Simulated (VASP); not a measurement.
# CuAu (R-3m) in VASP: a series of runs

The runs below take CuAu through relaxation of cell and atoms, with PBEsol.

All numbers are computed with VASP 6.6.1; they aren't measurements. Logs are shortened: lines on timing, memory, paths and dates and some standing lists are left out, and cuts for length are marked.

## (1) The cell of the first run

The structure is trigonal, space group R-3m (No. 166). Conventional cell: a = 2.886 Å, b = 2.886 Å, c = 12.769 Å, α = 90.00°, β = 90.00°, γ = 120.00°. Within 3.6 Å of Au (site symmetry -3m) lie 6 Cu at 2.70 Å and 6 Au at 2.89 Å. Cu (site symmetry -3m) has 6 Au at 2.70 Å and 6 Cu at 2.89 Å within 3.6 Å.

## (2) Relaxation of cell and atoms, PBEsol, target pressure 5 GPa, at which the enthalpy is minimised

File INCAR:

```
SYSTEM = CuAu
PREC = Accurate ; ENCUT = 600
EDIFF = 1E-6 ; ISMEAR = -1
SIGMA = 0.05 ; LREAL = .False.
LASPH = .True. ; NELM = 100
ALGO = Normal ; ISIF = 3
LWAVE = .False. ; LCHARG = .False.
GGA = PS ; IBRION = 2
NSW = 80 ; EDIFFG = -0.02
PSTRESS = 50.0
```

File KPOINTS:

```
regular mesh
0
Gamma
  11 11 11
  0 0 0
```

File POSCAR:

```
CuAu
1.0
    1.4430568479      0.8331492596      4.2561707609
   -1.4430568479      0.8331492596      4.2561707609
    0.0000000000     -1.6662985192      4.2561707609
Au Cu
1 1
Direct
    0.0000000000      0.0000000000      0.0000000000
    0.5000000000      0.5000000000      0.5000000000
```

Potentials or basis: VASP PAW PBE potentials, release 64 (Au, Cu).

Launch:

```console
> cat potpaw_PBE.64/Au/POTCAR potpaw_PBE.64/Cu/POTCAR > POTCAR
> mpirun -np 1 vasp_std > vasp.out
```

OUTCAR:

```text
SYSTEM = CuAu
   PREC = Accurate
   ENCUT = 600
   EDIFF = 1E-6
   ISMEAR = -1
   LREAL = .False.
   LASPH = .True.
   NELM = 100
   ISIF = 3
   GGA = PS
   IBRION = 2
   NSW = 80
   EDIFFG = -0.02
   PSTRESS = 50.0

 ion  position               nearest neighbor table
   1  0.000  0.000  0.000-   2 2.70   2 2.70   2 2.70   2 2.70   2 2.70   2 2.70
   2  0.500  0.500  0.500-   1 2.70   1 2.70   1 2.70   1 2.70   1 2.70   1 2.70

  LATTYP: Found a trigonal (rhomboedric) cell.
 ALAT       =     4.5707264522
 COS(alpha) =     0.8006453295

  Lattice vectors:

 A1 = (   1.4430568479,   0.8331492596,   4.2561707609)
 A2 = (  -1.4430568479,   0.8331492596,   4.2561707609)
 A3 = (   0.0000000000,  -1.6662985192,   4.2561707609)

Analysis of symmetry for initial positions (statically):
=====================================================================
 Subroutine PRICEL returns:
 Original cell was already a primitive cell.

 Routine SETGRP: Setting up the symmetry group for a
 trigonal (rhombohedral) supercell.

 Subroutine GETGRP returns: Found 12 space group operations
 (whereof 12 operations were pure point group operations)
 out of a pool of 12 trial point group operations.

The static configuration has the point symmetry D_3d.

Analysis of symmetry for dynamics (positions and initial velocities):
=====================================================================
 Subroutine PRICEL returns:
 Original cell was already a primitive cell.

 Routine SETGRP: Setting up the symmetry group for a
 trigonal (rhombohedral) supercell.

 Subroutine GETGRP returns: Found 12 space group operations
 (whereof 12 operations were pure point group operations)
 out of a pool of 12 trial point group operations.

The dynamic configuration has the point symmetry D_3d.

 Subroutine INISYM returns: Found 12 space group operations
 (whereof 12 operations are pure point group operations),
 and found     1 'primitive' translations

----------------------------------------------------------------------------------------

                                     Primitive cell

  volume of cell :      30.7027

  direct lattice vectors                    reciprocal lattice vectors
     1.443056848  0.833149260  4.256170761     0.346486696  0.200044187  0.078317660
    -1.443056848  0.833149260  4.256170761    -0.346486696  0.200044187  0.078317660
     0.000000000 -1.666298519  4.256170761     0.000000000 -0.400088375  0.078317660

  length of vectors
     4.570726452  4.570726452  4.570726452     0.407681694  0.407681694  0.407681694

  position of ions in fractional coordinates (direct lattice)
     0.000000000  0.000000000  0.000000000
     0.500000000  0.500000000  0.500000000

  ion indices of the primitive-cell ions
   primitive index   ion index
                 1           1
                 2           2

----------------------------------------------------------------------------------------

 KPOINTS: regular mesh

Automatic generation of k-mesh.
 Grid dimensions read from file:
 generate k-points for:   11   11   11

 Generating k-lattice:

  Cartesian coordinates                     Fractional coordinates (reciprocal lattice)
     0.031498791  0.018185835  0.007119787     0.090909091  0.000000000  0.000000000
    -0.031498791  0.018185835  0.007119787     0.000000000  0.090909091  0.000000000
     0.000000000 -0.036371670  0.007119787     0.000000000  0.000000000  0.090909091

  Length of vectors
     0.037061972  0.037061972  0.037061972

  Shift w.r.t. Gamma in fractional coordinates (k-lattice)
     0.000000000  0.000000000  0.000000000

 Subroutine IBZKPT returns following result:
 ===========================================

 Found    146 irreducible k-points:

 Following reciprocal coordinates:
            Coordinates               Weight
  0.000000  0.000000  0.000000      1.000000
  0.090909  0.000000  0.000000      6.000000
  0.181818 -0.000000  0.000000      6.000000
  0.272727 -0.000000  0.000000      6.000000
  0.363636  0.000000  0.000000      6.000000
  0.454545  0.000000  0.000000      6.000000
[... 16 lines left out ...]
 -0.272727  0.181818  0.000000     12.000000
 -0.181818  0.181818  0.000000      6.000000
 [... further k-points ...]
   k-points           NKPTS =    146   k-points in BZ     NKDIM =    146   number of bands    NBANDS=     15
   number of dos      NEDOS =    301   number of ions     NIONS =      2
   total plane-waves  NPLWV =  64000
   dimension x,y,z NGX =    40 NGY =   40 NGZ =   40
   dimension x,y,z NGXF=    80 NGYF=   80 NGZF=   80
   ions per type =               1   1
   NGX,Y,Z   is equivalent  to a cutoff of  14.55, 14.55, 14.55 a.u.
   NGXF,Y,Z  is equivalent  to a cutoff of  29.10, 29.10, 29.10 a.u.
 SYSTEM =  CuAu
   PREC   = accura    normal or accurate (medium, high low for compatibility)
   ISTART =      0    job   : 0-new  1-cont  2-samecut
   ICHARG =      2    charge: 1-file 2-atom 10-const
   ISPIN  =      1    spin polarized calculation?
   LNONCOLLINEAR =      F non collinear calculations
   LSORBIT =      F    spin-orbit coupling
   LASPH  =      T    aspherical Exc in radial PAW
   ENCUT  =  600.0 eV  44.10 Ry    6.64 a.u.   9.13  9.13  9.13*2*pi/ulx,y,z
   NELM   =    100;   NELMIN=  2; NELMDL= -5     # of ELM steps
   EDIFF  = 0.1E-05   stopping-criterion for ELM
   LREAL  =      F    real-space projection
   EDIFFG = -.2E-01   stopping-criterion for IOM
   NSW    =     80    number of steps for IOM
   IBRION =      2    ionic relax: 0-MD 1-quasi-New 2-CG
   NFREE  =      1    steps in history (QN), initial steepest desc. (CG)
   ISIF   =      3    stress and relaxation
   ISYM   =      2    0-nonsym 1-usesym 2-fastsym
   POTIM  = 0.5000    time-step for ionic-motion
   TEBEG  =    0.0;   TEEND  =   0.0 temperature during run
   PSTRESS=   50.0 pullay stress
   NELECT =      22.0000    total number of electrons
   NUPDOWN=      -1.0000    fix difference up-down
   EMIN   =  10.00;   EMAX   =-10.00  energy-range for DOS
   EFERMI =   0.00;   METHOD = LEGACY
   ISMEAR =    -1;   SIGMA  =   0.05  broadening in eV -4-tet -1-fermi 0-gaus
   EFERMI_NEDOS =   21; number of points for ismear=-14 and -15
   IALGO  =     38    algorithm
   IMIX   =      4    mixing-type and parameters
     AMIX     =   0.40;   BMIX     =  1.00
     AMIX_MAG =   1.60;   BMIX_MAG =  1.00
  volume/ion in A,a.u.               =      15.35       103.60
  Fermi-wavevector in a.u.,A,eV,Ry     =   1.464952  2.768359 29.199270  2.146086
  Thomas-Fermi vector in A             =   2.580867
   LORBIT       =      0    0 simple, 1 ext, 2 COOP (PROOUT), +10 PAW based schemes
   GGA     = PS    functional components
   LHFCALC =     F    Hartree Fock is set to
   AEXX    =    0.0000 exact exchange contribution
   IVDW    =     0    specifies the selected vdW correction
   LEPSILON=     F    determine dielectric tensor
   LRPA    =     F    only Hartree local field effects (RPA)
 conjugate gradient relaxation of ions
 non-spin polarized calculation
  energy-cutoff  :      600.00
  volume of cell :       30.70
 maximum number of plane-waves:      1039
 NGX is ok and might be reduce to    40
   NGX = 19   NGY = 19   NGZ = 19

--------------------------------------- Ionic step        1  -------------------------------------------

 number of electron      21.9999997 magnetization

 Free energy of the ion-electron system (eV)
  ---------------------------------------------------
  ext. energy  EPLUGINS =         0.00000000
  ---------------------------------------------------
  free energy    TOTEN  =        -8.15259054 eV

  energy without entropy =       -8.14459882  energy(sigma->0) =       -8.14859468

------------------------ aborting loop because EDIFF is reached ----------------------------------------

  FORCE on cell =-STRESS in cart. coord.  units (eV):
  Direction    XX          YY          ZZ          XY          YZ          ZX
  --------------------------------------------------------------------------------------
  -------------------------------------------------------------------------------------
  Total       -1.6444933     -1.6444933     -1.3223866     -0.0000000     -0.0000000     -0.0000000
  in kB      -85.8155779    -85.8155779    -69.0068913     -0.0000000     -0.0000000     -0.0000000
  external PRESSURE =    -130.2126824 kB  Pullay stress =      50.0000000 kB
[... 25 lines left out ...]
--------------------------------------- Ionic step        2  -------------------------------------------

 number of electron      21.9999998 magnetization

 E-fermi :  10.8499     XC(G=0): -13.6158

 val. band max:       10.8444286043   @ k =  -0.3636   0.3636   0.2727
 cond. band min:      10.8521422611   @ k =   0.3636   0.1818   0.1818
 fundamental gap:      0.0077136569
 Fermi energy:        10.8498584435

 k-point     1 :       0.0000    0.0000    0.0000
  band No.  band energies     occupation
      1      -0.5799      2.00000
      2       2.7565      2.00000
      3       4.9306      2.00000
      4       4.9306      2.00000
      5       6.2901      2.00000
      6       6.2901      2.00000
      7       7.3923      2.00000
      8       8.1315      2.00000
      9       8.1315      2.00000
     10       9.0244      2.00000
     11       9.0244      2.00000
     12       9.9560      2.00000
     13      16.4185      0.00000
     14      25.2286      0.00000
[... 486 lines left out ...]
  energy  without entropy=       -8.1795393126  energy(sigma->0) =       -8.18327014

  enthalpy is  TOTEN    =        -7.3048580912 eV   P V=        0.8821428685

[... ionic steps 4 to 8 ...]

--------------------------------------- Ionic step        9  -------------------------------------------

 number of electron      21.9999997 magnetization

------------------------ aborting loop because EDIFF is reached ----------------------------------------
[... 71 lines left out ...]
--------------------------------------- Ionic step       11  -------------------------------------------

 number of electron      21.9999997 magnetization

 Free energy of the ion-electron system (eV)
  ---------------------------------------------------
  ext. energy  EPLUGINS =         0.00000000
  ---------------------------------------------------
  free energy    TOTEN  =        -8.19362394 eV

  energy without entropy =       -8.18920580  energy(sigma->0) =       -8.19141487

 E-fermi :   9.1305     XC(G=0): -13.0117

 val. band max:        9.1276486269   @ k =   0.3636   0.3636   0.0909
 cond. band min:       9.1903937930   @ k =   0.0909   0.0909   0.0000
 fundamental gap:      0.0627451662
 Fermi energy:         9.1304751846

 k-point     1 :       0.0000    0.0000    0.0000
  band No.  band energies     occupation
      1      -1.2057      2.00000
      2       1.9236      2.00000
      3       3.9066      2.00000
      4       3.9066      2.00000
      5       5.2297      2.00000
      6       5.2297      2.00000
      7       6.0289      2.00000
      8       6.7310      2.00000
      9       6.7310      2.00000
     10       7.4353      2.00000
     11       7.4353      2.00000
     12       8.3432      2.00000
     13      13.5827      0.00000
     14      23.8826      0.00000
[... 448 lines left out ...]
  energy  without entropy=       -8.1892058017  energy(sigma->0) =       -8.19141487

  enthalpy is  TOTEN    =        -7.3138565234 eV   P V=        0.8797674158

 reached required accuracy - stopping structural energy minimisation
```

It took 11 min on 1 thread of Intel Xeon 6975P-C (Granite Rapids), shared host; peak memory 0.33 GiB.

What came out:

* Free energy: -8.1936 eV
* Relaxed volume: 14.10 Å³/atom
* Relaxed cell: a = 4.538 Å, b = 4.538 Å, c = 4.538 Å, α = 35.52°, β = 35.52°, γ = 35.52°
* Space group after relaxing (to 0.05 Å): R-3m (No. 166)
* Energy change on relaxing (the enthalpy is what falls): -20.5 meV/atom
* Ionic steps: 11
* Pressure after relaxing: 5.0 GPa
* Band gap on the k mesh: zero (band 11 reaches 11.33 eV, above the bottom of band 12 at 6.86 eV)

The path:
```csv
step,energy change (eV),largest force (eV/Å),pressure (GPa),volume (Å³)
1,0.0000,0.0000,-8.02,30.70
2,0.2461,0.0000,30.44,25.49
3,-0.0344,0.0000,4.74,28.27
4,-0.0330,0.0000,4.95,28.22
5,-0.0315,0.0000,5.28,28.17
6,-0.0353,0.0000,5.46,28.14
7,-0.0369,0.0000,5.94,28.07
8,-0.0374,0.0000,5.84,28.08
9,-0.0373,0.0000,5.83,28.08
10,-0.0473,0.0000,3.61,28.43
11,-0.0410,0.0000,5.02,28.19
```

Final structure:
```
Au Cu
1.0
     1.38428    0.79921    4.24690
    -1.38428    0.79921    4.24690
     0.00000   -1.59842    4.24690
Au Cu
1 1
Direct
  0.00000 0.00000 0.00000
  0.50000 0.50000 0.50000
```

Levels at points of the mesh, in eV from the Fermi level:
```
           k point  band 7  band 8  band 9  band 10  band 11  band 12  band 13  band 14  band 15
(0.00, 0.00, 0.00)   -3.10   -2.40   -2.40    -1.70    -1.70    -0.79     4.45    14.75    17.35
```

Caveat: the cell is relaxed towards a set pressure, so the enthalpy falls and the energy may rise; the PAW data sets were made with another functional, which shifts forces and pressure a little; spin-orbit coupling is left out, which moves the levels of the heavy elements.

(Part 1 of 2 ends here.)
